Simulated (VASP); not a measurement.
# La2LuN3 (P-3m1) in VASP: further runs

Runs on La2LuN3. Level: PBE. Tasks: single point.

Program: VASP 6.6.1. These are calculated values, not measurements. Logs are shortened: lines on timing, memory, paths and dates and some standing lists are left out, and cuts for length are marked.

## (1) The cell of the first run

The structure is trigonal, space group P-3m1 (No. 164). The conventional cell has a = 3.621 Å, b = 3.621 Å, c = 8.936 Å, α = 90.00°, β = 90.00°, γ = 120.00°. Within 3.4 Å of La (site symmetry 3m) lie 6 N at 2.61 to 2.62 Å. Lu (site symmetry -3m) has 6 N at 2.48 Å within 3.3 Å. N (site symmetry -3m) has 6 La at 2.62 Å within 3.5 Å. Within 3.3 Å of N (site symmetry 3m) lie 3 Lu at 2.48 Å and 3 La at 2.61 Å.

## (2) Single point, PBE

Input file INCAR:

```
PREC = Accurate
ENCUT = 520
EDIFF = 1E-7
ISMEAR = 0
SIGMA = 0.1
LREAL = False
LASPH = True
NELM = 60
ALGO = Normal
ISIF = 2
LWAVE = False
LCHARG = True
GGA = PE
LELF = True
LVHAR = True
NBANDS = 40
```

Input file KPOINTS:

```
Automatic mesh
0
Gamma
  6 6 2
```

Input file POSCAR:

```
La2LuN3
1.0
    3.6211700799      0.0000000000      0.0000000000
   -1.8105850399      3.1360252806      0.0000000000
    0.0000000000      0.0000000000      8.9362238995
La Lu N
2 1 3
Direct
    0.3333333333      0.6666666667      0.6760750749
    0.6666666667      0.3333333333      0.3239249251
    0.0000000000      0.0000000000      0.0000000000
    0.0000000000      0.0000000000      0.5000000000
    0.3333333333      0.6666666667      0.1491348374
    0.6666666667      0.3333333333      0.8508651626
```

Potentials or basis: VASP PAW PBE potentials, release 64 (La, Lu, N).

Command:

```sh
$ cat potpaw_PBE.64/La/POTCAR potpaw_PBE.64/Lu/POTCAR potpaw_PBE.64/N/POTCAR > POTCAR
$ mpirun -np 1 vasp_std > vasp.out
```

OUTCAR:

```text
PREC = Accurate
   ENCUT = 520
   EDIFF = 1E-7
   ISMEAR = 0
   LREAL = False
   LASPH = True
   NELM = 60
   ISIF = 2
   GGA = PE

 ion  position               nearest neighbor table
   1  0.333  0.667  0.676-   6 2.61   6 2.61   6 2.61   4 2.62   4 2.62   4 2.62   3 3.57   3 3.57
                             3 3.57
   2  0.667  0.333  0.324-   5 2.61   5 2.61   5 2.61   4 2.62   4 2.62   4 2.62   3 3.57   3 3.57
                             3 3.57
   3  0.000  0.000  0.000-   5 2.48   6 2.48   5 2.48   6 2.48   6 2.48   5 2.48   1 3.57   2 3.57
                             1 3.57   2 3.57   1 3.57   2 3.57
   4  0.000  0.000  0.500-   1 2.62   2 2.62   1 2.62   2 2.62   2 2.62   1 2.62
   5  0.333  0.667  0.149-   3 2.48   3 2.48   3 2.48   2 2.61   2 2.61   2 2.61
   6  0.667  0.333  0.851-   3 2.48   3 2.48   3 2.48   1 2.61   1 2.61   1 2.61

  LATTYP: Found a hexagonal cell.
 ALAT       =     3.6211700799
 C/A-ratio  =     2.4677724885

  Lattice vectors:

 A1 = (   3.6211700799,   0.0000000000,   0.0000000000)
 A2 = (  -1.8105850399,   3.1360252806,   0.0000000000)
 A3 = (   0.0000000000,   0.0000000000,   8.9362238995)

Analysis of symmetry for initial positions (statically):
=====================================================================
 Subroutine PRICEL returns:
 Original cell was already a primitive cell.

 Routine SETGRP: Setting up the symmetry group for a
 hexagonal supercell.

 Subroutine GETGRP returns: Found 12 space group operations
 (whereof 12 operations were pure point group operations)
 out of a pool of 24 trial point group operations.

The static configuration has the point symmetry D_3d.

Analysis of symmetry for dynamics (positions and initial velocities):
=====================================================================
 Subroutine PRICEL returns:
 Original cell was already a primitive cell.

 Routine SETGRP: Setting up the symmetry group for a
 hexagonal supercell.

 Subroutine GETGRP returns: Found 12 space group operations
 (whereof 12 operations were pure point group operations)
 out of a pool of 24 trial point group operations.

The dynamic configuration has the point symmetry D_3d.

 Subroutine INISYM returns: Found 12 space group operations
 (whereof 12 operations are pure point group operations),
 and found     1 'primitive' translations

----------------------------------------------------------------------------------------

                                     Primitive cell

  volume of cell :     101.4805

  direct lattice vectors                    reciprocal lattice vectors
     3.621170080  0.000000000  0.000000000     0.276153834  0.159437490  0.000000000
    -1.810585040  3.136025281  0.000000000     0.000000000  0.318874980  0.000000000
     0.000000000  0.000000000  8.936223899     0.000000000  0.000000000  0.111904090

  length of vectors
     3.621170080  3.621170080  8.936223899     0.318874980  0.318874980  0.111904090

  position of ions in fractional coordinates (direct lattice)
     0.333333333  0.666666667  0.676075075
     0.666666667  0.333333333  0.323924925
     0.000000000  0.000000000  0.000000000
     0.000000000  0.000000000  0.500000000
     0.333333333  0.666666667  0.149134837
     0.666666667  0.333333333  0.850865163

  ion indices of the primitive-cell ions
   primitive index   ion index
                 1           1
                 2           2
                 3           3
                 4           4
                 5           5
                 6           6

----------------------------------------------------------------------------------------

 KPOINTS: Automatic mesh

Automatic generation of k-mesh.
 Grid dimensions read from file:
 generate k-points for:    6    6    2

 Generating k-lattice:

  Cartesian coordinates                     Fractional coordinates (reciprocal lattice)
     0.046025639  0.026572915  0.000000000     0.166666667  0.000000000  0.000000000
     0.000000000  0.053145830  0.000000000     0.000000000  0.166666667  0.000000000
     0.000000000  0.000000000  0.055952045     0.000000000  0.000000000  0.500000000

  Length of vectors
     0.053145830  0.053145830  0.055952045

  Shift w.r.t. Gamma in fractional coordinates (k-lattice)
     0.000000000  0.000000000  0.000000000

 Subroutine IBZKPT returns following result:
 ===========================================

 Found     14 irreducible k-points:

 Following reciprocal coordinates:
            Coordinates               Weight
  0.000000  0.000000  0.000000      1.000000
  0.166667  0.000000  0.000000      6.000000
  0.333333  0.000000  0.000000      6.000000
  0.500000 -0.000000  0.000000      3.000000
  0.166667  0.166667  0.000000      6.000000
  0.333333  0.166667  0.000000     12.000000
  0.333333  0.333333  0.000000      2.000000
  0.000000  0.000000  0.500000      1.000000
  0.166667  0.000000  0.500000      6.000000
  0.333333  0.000000  0.500000      6.000000
  0.500000 -0.000000  0.500000      3.000000
  0.166667  0.166667  0.500000      6.000000
  0.333333  0.166667  0.500000     12.000000
  0.333333  0.333333  0.500000      2.000000
   k-points           NKPTS =     14   k-points in BZ     NKDIM =     14   number of bands    NBANDS=     40
   number of dos      NEDOS =    301   number of ions     NIONS =      6
   total plane-waves  NPLWV =  54880
   dimension x,y,z NGX =    28 NGY =   28 NGZ =   70
   dimension x,y,z NGXF=    56 NGYF=   56 NGZF=  140
   ions per type =               2   1   3
   NGX,Y,Z   is equivalent  to a cutoff of  12.85, 12.85, 13.02 a.u.
   NGXF,Y,Z  is equivalent  to a cutoff of  25.71, 25.71, 26.05 a.u.
 SYSTEM =  unknown system
   PREC   = accura    normal or accurate (medium, high low for compatibility)
   ISTART =      0    job   : 0-new  1-cont  2-samecut
   ICHARG =      2    charge: 1-file 2-atom 10-const
   ISPIN  =      1    spin polarized calculation?
   LNONCOLLINEAR =      F non collinear calculations
   LSORBIT =      F    spin-orbit coupling
   LASPH  =      T    aspherical Exc in radial PAW
   ENCUT  =  520.0 eV  38.22 Ry    6.18 a.u.   6.73  6.73 16.62*2*pi/ulx,y,z
   NELM   =     60;   NELMIN=  2; NELMDL= -5     # of ELM steps
   EDIFF  = 0.1E-06   stopping-criterion for ELM
   LREAL  =      F    real-space projection
   EDIFFG = 0.1E-05   stopping-criterion for IOM
   NSW    =      0    number of steps for IOM
   IBRION =     -1    ionic relax: 0-MD 1-quasi-New 2-CG
   NFREE  =      0    steps in history (QN), initial steepest desc. (CG)
   ISIF   =      2    stress and relaxation
   ISYM   =      2    0-nonsym 1-usesym 2-fastsym
   POTIM  = 0.5000    time-step for ionic-motion
   TEBEG  =    0.0;   TEEND  =   0.0 temperature during run
   PSTRESS=    0.0 pullay stress
   NELECT =      62.0000    total number of electrons
   NUPDOWN=      -1.0000    fix difference up-down
   EMIN   =  10.00;   EMAX   =-10.00  energy-range for DOS
   EFERMI =   0.00;   METHOD = LEGACY
   ISMEAR =     0;   SIGMA  =   0.10  broadening in eV -4-tet -1-fermi 0-gaus
   EFERMI_NEDOS =   21; number of points for ismear=-14 and -15
   IALGO  =     38    algorithm
   IMIX   =      4    mixing-type and parameters
     AMIX     =   0.40;   BMIX     =  1.00
     AMIX_MAG =   1.60;   BMIX_MAG =  1.00
  volume/ion in A,a.u.               =      16.91       114.14
  Fermi-wavevector in a.u.,A,eV,Ry     =   1.389135  2.625085 26.255121  1.929697
  Thomas-Fermi vector in A             =   2.513195
   LORBIT       =      0    0 simple, 1 ext, 2 COOP (PROOUT), +10 PAW based schemes
   GGA     = PE    functional components
   LHFCALC =     F    Hartree Fock is set to
   AEXX    =    0.0000 exact exchange contribution
   IVDW    =     0    specifies the selected vdW correction
   LEPSILON=     F    determine dielectric tensor
   LRPA    =     F    only Hartree local field effects (RPA)
 non-spin polarized calculation
 Gauss-broadening in eV      SIGMA  =   0.10
  energy-cutoff  :      520.00
  volume of cell :      101.48
 maximum number of plane-waves:      2758
 NGX is ok and might be reduce to    28
   NGX = 13   NGY = 13   NGZ = 33

 number of electron      61.9999995 magnetization

 Free energy of the ion-electron system (eV)
  ---------------------------------------------------
  ext. energy  EPLUGINS =         0.00000000
  ---------------------------------------------------
  free energy    TOTEN  =       -47.68903813 eV

  energy without entropy =      -47.68747089  energy(sigma->0) =      -47.68825451

 E-fermi :   6.5794     XC(G=0): -11.1416

 val. band max:        6.4529002928   @ k =   0.0000   0.0000   0.0000
 cond. band min:       6.6888761630   @ k =   0.5000  -0.0000   0.0000
 fundamental gap:      0.2359758702
 Fermi energy:         6.5793873561

 k-point     1 :       0.0000    0.0000    0.0000
  band No.  band energies     occupation
      1     -48.0366      2.00000
      2     -24.4088      2.00000
      3     -24.3014      2.00000
      4     -18.8629      2.00000
      5     -18.5745      2.00000
      6     -18.5745      2.00000
[... 32 lines left out ...]
     39      10.3992      0.00000
     40      10.5717      0.00000

 k-point     2 :       0.1667    0.0000    0.0000
  band No.  band energies     occupation
      1     -48.0339      2.00000
      2     -24.3484      2.00000
      3     -24.2532      2.00000
      4     -18.8475      2.00000
      5     -18.6513      2.00000
      6     -18.5908      2.00000
[... 32 lines left out ...]
     39      10.6964      0.00000
     40      10.7775      0.00000

 k-point     3 :       0.3333    0.0000    0.0000
  band No.  band energies     occupation
      1     -48.0284      2.00000
      2     -24.2200      2.00000
      3     -24.1579      2.00000
      4     -18.8204      2.00000
      5     -18.7963      2.00000
      6     -18.6232      2.00000
[... 423 lines left out ...]
  band No.  band energies     occupation
      1     -48.0257      2.00000
      2     -24.1490      2.00000
      3     -24.1142      2.00000
      4     -18.8355      2.00000
      5     -18.7993      2.00000
      6     -18.6797      2.00000
[... 32 lines left out ...]
     39      10.7496      0.00000
     40      10.8100      0.00000

 k-point    14 :       0.3333    0.3333    0.5000
  band No.  band energies     occupation
      1     -48.0243      2.00000
      2     -24.1027      2.00000
      3     -24.1027      2.00000
      4     -18.7926      2.00000
      5     -18.7801      2.00000
      6     -18.7800      2.00000
[... 32 lines left out ...]
     39      10.7712      0.00000
     40      10.7726      0.00000

------------------------ aborting loop because EDIFF is reached ----------------------------------------

  FORCE on cell =-STRESS in cart. coord.  units (eV):
  Direction    XX          YY          ZZ          XY          YZ          ZX
  --------------------------------------------------------------------------------------
  -------------------------------------------------------------------------------------
  Total       -0.0558182     -0.0558182     -0.0628585     -0.0000000      0.0000000     -0.0000000
  in kB       -0.8812594     -0.8812594     -0.9924120     -0.0000000      0.0000000     -0.0000000
  external PRESSURE =      -0.9183103 kB  Pullay stress =       0.0000000 kB

 VOLUME and BASIS-vectors are now :
 -----------------------------------------------------------------------------
  energy-cutoff  :      520.00
  volume of cell :      101.48
      direct lattice vectors                 reciprocal lattice vectors
     3.621170080  0.000000000  0.000000000     0.276153834  0.159437490  0.000000000
    -1.810585040  3.136025281  0.000000000     0.000000000  0.318874980  0.000000000
     0.000000000  0.000000000  8.936223899     0.000000000  0.000000000  0.111904090

 POSITION                                       TOTAL-FORCE (eV/Angst)
 -----------------------------------------------------------------------------------
     -0.00000      2.09068      6.04156         0.000000     -0.000000     -0.019073
      1.81059      1.04534      2.89467        -0.000000      0.000000      0.019073
      0.00000      0.00000      0.00000         0.000000      0.000000      0.000000
      0.00000      0.00000      4.46811         0.000000      0.000000      0.000000
     -0.00000      2.09068      1.33270         0.000000     -0.000000      0.036006
      1.81059      1.04534      7.60352        -0.000000      0.000000     -0.036006
 -----------------------------------------------------------------------------------
    total drift:                                0.000000     -0.000000     -0.000000

  FREE ENERGIE OF THE ION-ELECTRON SYSTEM (eV)
  ---------------------------------------------------
  free  energy   TOTEN  =       -47.6890381309 eV

  energy  without entropy=      -47.6874708921  energy(sigma->0) =      -47.68825451
```

Wall time 3.5 min (1 thread of AMD EPYC, shared host); peak memory 0.23 GiB.

What came out:

```yaml
Free_energy: -47.6890 eV
Pressure: -0.1 GPa
Largest_force: 0.036 eV/Å
Band_gap_on_the_k_mesh: 0.24 eV, indirect (least direct gap 0.26 eV)
```

Forces in eV/Å, atoms in the order of the input:
```
La   0.000  0.000 -0.019
La   0.000  0.000  0.019
Lu   0.000  0.000  0.000
N    0.000  0.000  0.000
N    0.000  0.000  0.036
N    0.000  0.000 -0.036
```

Caveat: spin-orbit coupling is left out, which moves the levels of the heavy elements. A k mesh can miss the band edges.

## (3) Single point, PBE

This run uses another cell than the first one, of 17.57 Å³/atom, 1.039 times its volume.

Input file INCAR:

```
SYSTEM = La2LuN3
PREC     = Accurate       ! precision mode
ENCUT    = 520            ! plane-wave cutoff, eV
EDIFF    = 1E-7           ! SCF threshold, eV
ISMEAR   = 0              ! smearing method
SIGMA    = 0.1            ! smearing width, eV
LREAL    = .False.        ! projectors in reciprocal space
LASPH    = .True.         ! aspherical terms in the spheres
NELM     = 100            ! most SCF steps
ALGO     = Normal         ! electronic algorithm
ISIF     = 2              ! what is computed and relaxed
LWAVE    = .False.        ! write WAVECAR
LCHARG   = .False.        ! write CHGCAR
GGA      = PE             ! functional
NBANDS   = 40             ! bands
```

Input file KPOINTS:

```
regular mesh
0
Gamma
  6 6 2
  0 0 0
```

Input file POSCAR:

```
La2LuN3
1.0
    3.6761604400      0.0000000000      0.0000000000
   -1.8380802200      3.1836483300      0.0000000000
    0.0000000000      0.0000000000      9.0086216000
La Lu N
2 1 3
Direct
    0.3333333300      0.6666666700      0.6610567600
    0.6666666700      0.3333333300      0.3389432400
    0.0000000000      0.0000000000      0.0000000000
    0.0000000000      0.0000000000      0.5000000000
    0.3333333300      0.6666666700      0.1780929900
    0.6666666700      0.3333333300      0.8219070100
```

Potentials or basis: VASP PAW PBE potentials, release 64 (La, Lu, N).

Command:

```sh
$ cat potpaw_PBE.64/La/POTCAR potpaw_PBE.64/Lu/POTCAR potpaw_PBE.64/N/POTCAR > POTCAR
$ mpirun -np 1 vasp_std > vasp.out
```

It took 3.6 min on 1 thread of AMD EPYC, shared host; peak memory 0.23 GiB.

Results (log left out):

```
Free energy            : -46.9632 eV
Pressure               : -1.7 GPa
Largest force          : 1.891 eV/Å
Band gap on the k mesh : 0.33 eV, direct
```

Forces on the atoms (eV/Å):
```
La   0.000  0.000  1.358
La   0.000  0.000 -1.358
Lu   0.000  0.000  0.000
N    0.000  0.000  0.000
N    0.000  0.000 -1.891
N    0.000  0.000  1.891
```

Stress tensor (GPa, compression positive):
```
-0.92  0.00  0.00
 0.00 -0.92  0.00
 0.00  0.00 -3.31
```

Levels at points of the mesh, in eV from the valence-band top:
```
           k point  band 27  band 28  band 29  band 30  band 31  band 32  band 33  band 34  band 35  band 36
(0.00, 0.00, 0.00)    -1.35    -1.35    -0.29    -0.12    -0.12     2.85     3.11     3.11     3.13     3.34
(0.50, 0.00, 0.00)    -1.30    -1.23    -0.14    -0.04     0.00     0.33     2.90     3.83     4.13     4.21
(0.00, 0.00, 0.50)    -1.10    -0.69    -0.69    -0.66    -0.66     2.49     3.21     3.47     3.47     3.52
(0.50, 0.00, 0.50)    -1.28    -0.84    -0.71    -0.31    -0.10     1.36     1.44     4.03     4.22     4.25
```

Caveat: spin-orbit coupling is left out, which moves the levels of the heavy elements; forces of over 1 eV/Å act on the atoms, so gaps and moduli don't describe the material at rest. A k mesh can miss the band edges.
